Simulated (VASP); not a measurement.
# TaN (P-62m) in VASP: a series of runs

Runs on TaN. Level: LDA. Tasks: single point.

All numbers are computed with VASP 6.6.1; they aren't measurements. Logs are shortened: lines on timing, memory, paths and dates and some standing lists are left out, and cuts for length are marked.

### 1 The cell of the first run

The structure is hexagonal, space group P-62m (No. 189). Conventional cell: a = 5.096 Å, b = 5.096 Å, c = 2.855 Å, α = 90.00°, β = 90.00°, γ = 120.00°. Within 2.8 Å of Ta (site symmetry -6) lie 6 N at 2.12 Å. Within 2.7 Å of Ta (site symmetry -62m) lie 3 N at 2.01 Å. Within 2.7 Å of N (site symmetry m2m) lie 5 Ta at 2.01 to 2.12 Å.

### 2 Single point, LDA

INCAR reads:

```
SYSTEM = TaN
PREC = Accurate
ENCUT = 520
EDIFF = 1E-7
ISMEAR = -1
SIGMA = 0.05
LREAL = .FALSE.
LASPH = .TRUE.
NELM = 60
ALGO = Normal
ISIF = 2
LWAVE = .FALSE.
LCHARG = .FALSE.
GGA = CA
NBANDS = 33
```

KPOINTS reads:

```
Automatic mesh
0
G
  5 5 7
  0 0 0
```

POSCAR reads:

```
TaN
1.0
    5.0962945027      0.0000000000      0.0000000000
   -2.5481472514      4.4135205045      0.0000000000
    0.0000000000      0.0000000000      2.8553424740
Ta N
3 3
Direct
    0.3333333333      0.6666666667      0.5000000000
    0.6666666667      0.3333333333      0.5000000000
    0.0000000000      0.0000000000      0.0000000000
    0.3946501061      0.0000000000      0.0000000000
    0.6053498939      0.6053498939      0.0000000000
    0.0000000000      0.3946501061      0.0000000000
```

Potentials or basis: VASP PAW LDA potentials, release 64 (Ta_pv, N).

Started as:

```console
> cat potpaw_LDA.64/Ta_pv/POTCAR potpaw_LDA.64/N/POTCAR > POTCAR
> mpirun -np 1 vasp_std > vasp.out
```

OUTCAR:

```text
SYSTEM = TaN
   PREC = Accurate
   ENCUT = 520
   EDIFF = 1E-7
   ISMEAR = -1
   LREAL = .FALSE.
   LASPH = .TRUE.
   NELM = 60
   ISIF = 2
   GGA = CA

 ion  position               nearest neighbor table
   1  0.333  0.667  0.500-   4 2.12   4 2.12   6 2.12   6 2.12   5 2.12   5 2.12   2 2.94   2 2.94
                             2 2.94   3 3.27   3 3.27   3 3.27   3 3.27   3 3.27   3 3.27
   2  0.667  0.333  0.500-   6 2.12   6 2.12   4 2.12   4 2.12   5 2.12   5 2.12   1 2.94   1 2.94
                             1 2.94   3 3.27   3 3.27   3 3.27   3 3.27   3 3.27   3 3.27
   3  0.000  0.000  0.000-   5 2.01   4 2.01   6 2.01   2 3.27   1 3.27   1 3.27   2 3.27   2 3.27
                             2 3.27   1 3.27   1 3.27   2 3.27   2 3.27   1 3.27   1 3.27
   4  0.395  0.000  0.000-   3 2.01   1 2.12   1 2.12   2 2.12   2 2.12
   5  0.605  0.605  0.000-   3 2.01   1 2.12   1 2.12   2 2.12   2 2.12
   6  0.000  0.395  0.000-   3 2.01   2 2.12   2 2.12   1 2.12   1 2.12

  LATTYP: Found a hexagonal cell.
 ALAT       =     5.0962945027
 C/A-ratio  =     0.5602781536

  Lattice vectors:

 A1 = (   5.0962945027,   0.0000000000,   0.0000000000)
 A2 = (  -2.5481472514,   4.4135205045,   0.0000000000)
 A3 = (   0.0000000000,   0.0000000000,   2.8553424740)

Analysis of symmetry for initial positions (statically):
=====================================================================
 Subroutine PRICEL returns:
 Original cell was already a primitive cell.

 Routine SETGRP: Setting up the symmetry group for a
 hexagonal supercell.

 Subroutine GETGRP returns: Found 12 space group operations
 (whereof 12 operations were pure point group operations)
 out of a pool of 24 trial point group operations.

The static configuration has the point symmetry D_3h.

Analysis of symmetry for dynamics (positions and initial velocities):
=====================================================================
 Subroutine PRICEL returns:
 Original cell was already a primitive cell.

 Routine SETGRP: Setting up the symmetry group for a
 hexagonal supercell.

 Subroutine GETGRP returns: Found 12 space group operations
 (whereof 12 operations were pure point group operations)
 out of a pool of 24 trial point group operations.

The dynamic configuration has the point symmetry D_3h.

 Subroutine INISYM returns: Found 12 space group operations
 (whereof 12 operations are pure point group operations),
 and found     1 'primitive' translations

----------------------------------------------------------------------------------------

                                     Primitive cell

  volume of cell :      64.2241

  direct lattice vectors                    reciprocal lattice vectors
     5.096294503  0.000000000  0.000000000     0.196220999  0.113288247  0.000000000
    -2.548147251  4.413520505  0.000000000     0.000000000  0.226576494  0.000000000
     0.000000000  0.000000000  2.855342474     0.000000000  0.000000000  0.350220686

  length of vectors
     5.096294503  5.096294503  2.855342474     0.226576494  0.226576494  0.350220686

  position of ions in fractional coordinates (direct lattice)
     0.333333333  0.666666667  0.500000000
     0.666666667  0.333333333  0.500000000
     0.000000000  0.000000000  0.000000000
     0.394650106  0.000000000  0.000000000
     0.605349894  0.605349894  0.000000000
     1.000000000  0.394650106  0.000000000

  ion indices of the primitive-cell ions
   primitive index   ion index
                 1           1
                 2           2
                 3           3
                 4           4
                 5           5
                 6           6

----------------------------------------------------------------------------------------

 KPOINTS: Automatic mesh

Automatic generation of k-mesh.
 Grid dimensions read from file:
 generate k-points for:    5    5    7

 Generating k-lattice:

  Cartesian coordinates                     Fractional coordinates (reciprocal lattice)
     0.039244200  0.022657649  0.000000000     0.200000000  0.000000000  0.000000000
     0.000000000  0.045315299  0.000000000     0.000000000  0.200000000  0.000000000
     0.000000000  0.000000000  0.050031527     0.000000000  0.000000000  0.142857143

  Length of vectors
     0.045315299  0.045315299  0.050031527

  Shift w.r.t. Gamma in fractional coordinates (k-lattice)
     0.000000000  0.000000000  0.000000000

 Subroutine IBZKPT returns following result:
 ===========================================

 Found     20 irreducible k-points:

 Following reciprocal coordinates:
            Coordinates               Weight
  0.000000  0.000000  0.000000      1.000000
  0.200000  0.000000  0.000000      6.000000
  0.400000  0.000000  0.000000      6.000000
  0.200000  0.200000  0.000000      6.000000
  0.400000  0.200000  0.000000      6.000000
  0.000000  0.000000  0.142857      2.000000
[... 12 lines left out ...]
  0.200000  0.200000  0.428571     12.000000
  0.400000  0.200000  0.428571     12.000000
   k-points           NKPTS =     20   k-points in BZ     NKDIM =     20   number of bands    NBANDS=     33
   number of dos      NEDOS =    301   number of ions     NIONS =      6
   total plane-waves  NPLWV =  38400
   dimension x,y,z NGX =    40 NGY =   40 NGZ =   24
   dimension x,y,z NGXF=    80 NGYF=   80 NGZF=   48
   ions per type =               3   3
   NGX,Y,Z   is equivalent  to a cutoff of  13.05, 13.05, 13.97 a.u.
   NGXF,Y,Z  is equivalent  to a cutoff of  26.10, 26.10, 27.95 a.u.
 SYSTEM =  TaN
   PREC   = accura    normal or accurate (medium, high low for compatibility)
   ISTART =      0    job   : 0-new  1-cont  2-samecut
   ICHARG =      2    charge: 1-file 2-atom 10-const
   ISPIN  =      1    spin polarized calculation?
   LNONCOLLINEAR =      F non collinear calculations
   LSORBIT =      F    spin-orbit coupling
   LASPH  =      T    aspherical Exc in radial PAW
   ENCUT  =  520.0 eV  38.22 Ry    6.18 a.u.   9.48  9.48  5.31*2*pi/ulx,y,z
   NELM   =     60;   NELMIN=  2; NELMDL= -5     # of ELM steps
   EDIFF  = 0.1E-06   stopping-criterion for ELM
   LREAL  =      F    real-space projection
   EDIFFG = 0.1E-05   stopping-criterion for IOM
   NSW    =      0    number of steps for IOM
   IBRION =     -1    ionic relax: 0-MD 1-quasi-New 2-CG
   NFREE  =      0    steps in history (QN), initial steepest desc. (CG)
   ISIF   =      2    stress and relaxation
   ISYM   =      2    0-nonsym 1-usesym 2-fastsym
   POTIM  = 0.5000    time-step for ionic-motion
   TEBEG  =    0.0;   TEEND  =   0.0 temperature during run
   PSTRESS=    0.0 pullay stress
   NELECT =      48.0000    total number of electrons
   NUPDOWN=      -1.0000    fix difference up-down
   EMIN   =  10.00;   EMAX   =-10.00  energy-range for DOS
   EFERMI =   0.00;   METHOD = LEGACY
   ISMEAR =    -1;   SIGMA  =   0.05  broadening in eV -4-tet -1-fermi 0-gaus
   EFERMI_NEDOS =   21; number of points for ismear=-14 and -15
   IALGO  =     38    algorithm
   IMIX   =      4    mixing-type and parameters
     AMIX     =   0.40;   BMIX     =  1.00
     AMIX_MAG =   1.60;   BMIX_MAG =  1.00
  volume/ion in A,a.u.               =      10.70        72.23
  Fermi-wavevector in a.u.,A,eV,Ry     =   1.485671  2.807511 30.031025  2.207218
  Thomas-Fermi vector in A             =   2.599053
   LORBIT       =      0    0 simple, 1 ext, 2 COOP (PROOUT), +10 PAW based schemes
   GGA     = CA    functional components
   LHFCALC =     F    Hartree Fock is set to
   AEXX    =    0.0000 exact exchange contribution
   IVDW    =     0    specifies the selected vdW correction
   LEPSILON=     F    determine dielectric tensor
   LRPA    =     F    only Hartree local field effects (RPA)
 non-spin polarized calculation
  energy-cutoff  :      520.00
  volume of cell :       64.22
 maximum number of plane-waves:      1763
 NGX is ok and might be reduce to    40
   NGX = 19   NGY = 19   NGZ = 11

 number of electron      47.9999998 magnetization

 Free energy of the ion-electron system (eV)
  ---------------------------------------------------
  ext. energy  EPLUGINS =         0.00000000
  ---------------------------------------------------
  free energy    TOTEN  =       -74.08120045 eV

  energy without entropy =      -74.07912673  energy(sigma->0) =      -74.08016359

 E-fermi :   8.8525     XC(G=0): -13.5526

 val. band max:        8.7335681762   @ k =   0.2000   0.0000   0.1429
 cond. band min:       9.1891546613   @ k =   0.4000   0.0000   0.2857
 fundamental gap:      0.4555864851
 Fermi energy:         8.8524974809

 k-point     1 :       0.0000    0.0000    0.0000
  band No.  band energies     occupation
      1     -27.2129      2.00000
      2     -27.2129      2.00000
      3     -26.7994      2.00000
      4     -26.7994      2.00000
      5     -26.5553      2.00000
      6     -26.4143      2.00000
[... 25 lines left out ...]
     32      12.2363      0.00000
     33      12.2363      0.00000

 k-point     2 :       0.2000    0.0000    0.0000
  band No.  band energies     occupation
      1     -27.2563      2.00000
      2     -27.2021      2.00000
      3     -26.7513      2.00000
      4     -26.7381      2.00000
      5     -26.5426      2.00000
      6     -26.4259      2.00000
[... 25 lines left out ...]
     32      12.5445      0.00000
     33      12.5889      0.00000

 k-point     3 :       0.4000    0.0000    0.0000
  band No.  band energies     occupation
      1     -27.3122      2.00000
      2     -27.1141      2.00000
      3     -26.8134      2.00000
      4     -26.6463      2.00000
      5     -26.5136      2.00000
      6     -26.4529      2.00000
[... 25 lines left out ...]
     32      12.9185      0.00000
     33      13.1566      0.00000

 k-point     4 :       0.2000    0.2000    0.0000
  band No.  band energies     occupation
      1     -27.2769      2.00000
      2     -27.1694      2.00000
      3     -26.7923      2.00000
      4     -26.6592      2.00000
      5     -26.5209      2.00000
      6     -26.4460      2.00000
[... 25 lines left out ...]
     32      12.8557      0.00000
     33      12.8682      0.00000

 k-point     5 :       0.4000    0.2000    0.0000
  band No.  band energies     occupation
      1     -27.2850      2.00000
      2     -27.0764      2.00000
      3     -26.9324      2.00000
      4     -26.6151      2.00000
      5     -26.4969      2.00000
      6     -26.4690      2.00000
[... 460 lines left out ...]
 k-point    18 :       0.4000    0.0000    0.4286
  band No.  band energies     occupation
      1     -27.5323      2.00000
      2     -27.3961      2.00000
      3     -27.0670      2.00000
      4     -26.9539      2.00000
      5     -26.6696      2.00000
      6     -26.5151      2.00000
[... 25 lines left out ...]
     32      13.8192      0.00000
     33      14.6679      0.00000

 k-point    19 :       0.2000    0.2000    0.4286
  band No.  band energies     occupation
      1     -27.5372      2.00000
      2     -27.3877      2.00000
      3     -27.0791      2.00000
      4     -26.9355      2.00000
      5     -26.6767      2.00000
      6     -26.5149      2.00000
[... 25 lines left out ...]
     32      13.7531      0.00000
     33      14.4951      0.00000

 k-point    20 :       0.4000    0.2000    0.4286
  band No.  band energies     occupation
      1     -27.5033      2.00000
      2     -27.4341      2.00000
      3     -27.1030      2.00000
      4     -26.8725      2.00000
      5     -26.7292      2.00000
      6     -26.4967      2.00000
[... 25 lines left out ...]
     32      13.2759      0.00000
     33      14.4882      0.00000

------------------------ aborting loop because EDIFF is reached ----------------------------------------

  FORCE on cell =-STRESS in cart. coord.  units (eV):
  Direction    XX          YY          ZZ          XY          YZ          ZX
  --------------------------------------------------------------------------------------
  -------------------------------------------------------------------------------------
  Total        4.8485152      4.8485152      4.8618414     -0.0000000     -0.0000000      0.0000000
  in kB      120.9543436    120.9543436    121.2867898     -0.0000000     -0.0000000      0.0000000
  external PRESSURE =     121.0651590 kB  Pullay stress =       0.0000000 kB

 VOLUME and BASIS-vectors are now :
 -----------------------------------------------------------------------------
  energy-cutoff  :      520.00
  volume of cell :       64.22
      direct lattice vectors                 reciprocal lattice vectors
     5.096294503  0.000000000  0.000000000     0.196220999  0.113288247  0.000000000
    -2.548147251  4.413520505  0.000000000     0.000000000  0.226576494  0.000000000
     0.000000000  0.000000000  2.855342474     0.000000000  0.000000000  0.350220686

 POSITION                                       TOTAL-FORCE (eV/Angst)
 -----------------------------------------------------------------------------------
     -0.00000      2.94235      1.42767         0.000000      0.000000      0.000000
      2.54815      1.47117      1.42767        -0.000000      0.000000      0.000000
      0.00000      0.00000      0.00000         0.000000      0.000000      0.000000
      2.01125      0.00000      0.00000         0.022057      0.000000     -0.000000
      1.54252      2.67172      0.00000        -0.011029     -0.019102     -0.000000
     -1.00563      1.74180      0.00000        -0.011029      0.019102      0.000000
 -----------------------------------------------------------------------------------
    total drift:                               -0.000001     -0.000002      0.000000

  FREE ENERGIE OF THE ION-ELECTRON SYSTEM (eV)
  ---------------------------------------------------
  free  energy   TOTEN  =       -74.0812004479 eV

  energy  without entropy=      -74.0791267314  energy(sigma->0) =      -74.08016359
```

It took 58 s on 1 thread of Intel Xeon Platinum 8488C (Sapphire Rapids), shared host; peak memory 0.17 GiB.

Results:

```yaml
Free_energy: -74.0812 eV
Pressure: 12.1 GPa
Largest_force: 0.022 eV/Å
Band_gap_on_the_k_mesh: zero (band 24 reaches 10.56 eV, above the bottom of band 25 at 7.79 eV)
```

Forces in eV/Å, atoms in the order of the input:
```
Ta   0.000  0.000  0.000
Ta   0.000  0.000  0.000
Ta   0.000  0.000  0.000
N    0.022  0.000  0.000
N   -0.011 -0.019  0.000
N   -0.011  0.019  0.000
```

Levels at points of the mesh, in eV from the Fermi level:
```tsv
k point	band 22	band 23	band 24	band 25	band 26	band 27
(0.00, 0.00, 0.00)	-3.40	-2.01	-1.01	-1.01	0.54	0.54
```

Caveat: spin-orbit coupling is left out, which moves the levels of the heavy elements.

### 3 Single point, LDA

This run uses another cell than the first one, of 11.00 Å³/atom, 1.028 times its volume.

INCAR reads:

```
ALGO = Normal
EDIFF = 1E-6
ENCUT = 520
ISIF = 2
ISMEAR = -1
LASPH = T
LCHARG = T
LELF = T
LREAL = F
LVHAR = T
LWAVE = F
NBANDS = 33
NELM = 100
PREC = Accurate
SIGMA = 0.05
```

KPOINTS reads:

```
k-points
0
Gamma
  5 5 7
```

POSCAR reads:

```
TaN
1.0
    5.1461633866      0.0000000000      0.0000000000
   -2.5730816933      4.4567082248      0.0000000000
    0.0000000000      0.0000000000      2.8780605264
Ta N
3 3
Direct
    0.3333333333      0.6666666667      0.5000000000
    0.6666666667      0.3333333333      0.5000000000
    0.0000000000      0.0000000000      0.0000000000
    0.3935118484      0.0000000000      0.0000000000
    0.6064881516      0.6064881516      0.0000000000
    0.0000000000      0.3935118484      0.0000000000
```

Potentials or basis: VASP PAW LDA potentials, release 64 (Ta_pv, N).

Started as:

```console
> cat potpaw_LDA.64/Ta_pv/POTCAR potpaw_LDA.64/N/POTCAR > POTCAR
> mpirun -np 1 vasp_std > vasp.out
```

It took 65 s on 1 thread of Intel Xeon Platinum 8488C (Sapphire Rapids), shared host; peak memory 0.18 GiB.

Results (log left out):

- Free energy: -74.1589 eV
- Pressure: 1.9 GPa
- Largest force: 0.020 eV/Å
- Band gap on the k mesh: zero (band 24 reaches 10.23 eV, above the bottom of band 25 at 7.48 eV)

Forces on the atoms (eV/Å):
```
Ta   0.000  0.000  0.000
Ta   0.000  0.000  0.000
Ta   0.000  0.000  0.000
N    0.020  0.000  0.000
N   -0.010 -0.018  0.000
N   -0.010  0.018  0.000
```

Levels at points of the mesh, in eV from the Fermi level:
| k point | band 22 | band 23 | band 24 | band 25 | band 26 | band 27 |
| --- | --- | --- | --- | --- | --- | --- |
| (0.00, 0.00, 0.00) | -3.33 | -1.97 | -0.97 | -0.97 | 0.55 | 0.55 |

Caveat: spin-orbit coupling is left out, which moves the levels of the heavy elements.
